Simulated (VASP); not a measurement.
Write the native input for VASP 6.6.1 that does the following.

- Task: single point
- Functional: LDA
- Potentials or basis: VASP PAW LDA potentials, release 64 (C)
- Cutoff: 520 eV
- k mesh: 12 × 12 × 12
- Occupations: gaussian, width 0.05 eV
- Spin: no spin polarisation
- Dipole correction: no
- Further INCAR settings: ALGO = Normal; EDIFF = 1e-06; NBANDS = 11

The structure of C lies in POSCAR:

```
C
1.0
    0.0000000000      1.7348691297      1.8275720603
    1.7348691297      0.0000000000      1.8275720603
    1.7348691297      1.7348691297      0.0000000000
C
2
Direct
    0.5000000000      0.5000000000      0.5000000000
    0.7500000000      0.7500000000      0.7500000000
```

This cell differs from its parent crystal: strain +e along x and -e along y +0.0000, strain +e along z and -e/2 along x and y +0.0350.

These files were run (other wordings do the same):

INCAR

```
SYSTEM = C
ALGO = Normal
EDIFF = 1E-6
ENCUT = 520
ISIF = 2
ISMEAR = 0
LASPH = .True.
LCHARG = .False.
LREAL = .False.
LWAVE = .False.
NBANDS = 11
NELM = 80
PREC = Accurate
SIGMA = 0.05
```

KPOINTS

```
k-points
0
Gamma
  12 12 12
  0 0 0
```

Potentials or basis: VASP PAW LDA potentials, release 64 (C).

The run is started by

```sh
$ cat potpaw_LDA.64/C/POTCAR > POTCAR
$ mpirun -np 1 vasp_std > vasp.out
```

It gave:

```yaml
Pressure: 2.2 GPa
Band_gap_on_the_k_mesh: 3.53 eV, indirect (least direct gap 5.16 eV)
```

Caveat: the cell differs from its parent crystal (strain +e along x and -e along y +0.0000, strain +e along z and -e/2 along x and y +0.0350).

It took 28 s on 1 thread of Intel Xeon 8259CL (shared host), peak memory 0.12 GiB.
